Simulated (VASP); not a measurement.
Crystal: Si.

```
Si
1.0
    -3.28050    3.28050    1.89640
     3.28050   -3.28050    1.89640
     3.28050    3.28050   -1.89640
Si
4
Cartesian
  -2.1074 2.1074 1.8964
  2.1074 -2.1074 1.8964
  2.1074 2.1074 1.8964
  1.1731 1.1731 0.0000
```

This cell differs from its parent crystal: volume scaled by 0.96.

Base run:

| Item | Value |
| --- | --- |
| Program | VASP 6.6.1 |
| Functional | LDA |
| Potentials or basis | VASP PAW LDA potentials, release 64 (Si) |
| Cutoff | 520 eV |
| k mesh | 8 × 8 × 8 |
| Occupations | fermi-dirac, width 0.05 eV |
| Spin | no spin polarisation |

Its results: band gap on the k mesh 0.10 eV, indirect (least direct gap 0.24 eV); pressure 1.8 GPa; largest force 0.038 eV/Å.

Problem. The run is repeated on the same cell with these changes: functional from LDA to PBE; potentials or basis from VASP PAW LDA potentials, release 64 (Si) to VASP PAW PBE potentials, release 64 (Si). What comes out?

Solution. Band gap on the k mesh 0.20 eV, indirect (least direct gap 0.34 eV); pressure 5.2 GPa; largest force 0.053 eV/Å.

A k mesh can miss the band edges.
